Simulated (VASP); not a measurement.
A run of VASP 6.6.1 is set up as follows.

Contents of POSCAR:

```
Al
1.0
   -1.5943685756      1.5943685756     -1.5943685756
   -1.5943685756     -1.5943685756      1.5943685756
    0.0000000000      6.3774743023      6.3774743023
Al
4
Direct
    0.0000000000      0.0000000000      0.0000000000
    0.5000000000      0.5000000000      0.2500000000
    0.0000000000      0.0000000000      0.5000000000
    0.5000000000      0.5000000000      0.7500000000
```

Contents of INCAR.step1:

```
  PREC = Accurate
  ENCUT = 520
  ISMEAR = 0
  SIGMA = 0.15
  LREAL = False
  LASPH = True
  NELM = 80
  NBANDS = 14
  GGA = PE
  ALGO = Normal
  EDIFF = 1E-4
  LWAVE = True
  LCHARG = False
```

The input INCAR.step2:

```
  PREC = Accurate
  ENCUT = 520
  EDIFF = 1E-6
  ISMEAR = 0
  SIGMA = 0.15
  LREAL = False
  LASPH = True
  NELM = 80
  ALGO = Normal
  ISIF = 2
  LWAVE = False
  LCHARG = False
  METAGGA = R2SCAN
  LMIXTAU = True
  NBANDS = 14
  ISTART = 1
```

Contents of KPOINTS:

```
regular mesh
0
Gamma
  22 22 7
```

Potentials or basis: VASP PAW PBE potentials, release 64 (Al).

Launch:

```console
$ cat potpaw_PBE.64/Al/POTCAR > POTCAR
$ cp INCAR.step1 INCAR
$ mpirun -np 1 vasp_std > vasp.out
$ cp INCAR.step2 INCAR
$ mpirun -np 1 vasp_std > vasp.out
```

**Question.** Predict the band gap on the k mesh.

**Answer.** Zero (bands 6 and 7 overlap by 7.02 eV).

**Question.** Estimate the pressure.

**Answer.** -0.3 GPa.

Caveat: the PAW data sets were made with another functional, which shifts forces and pressure a little.
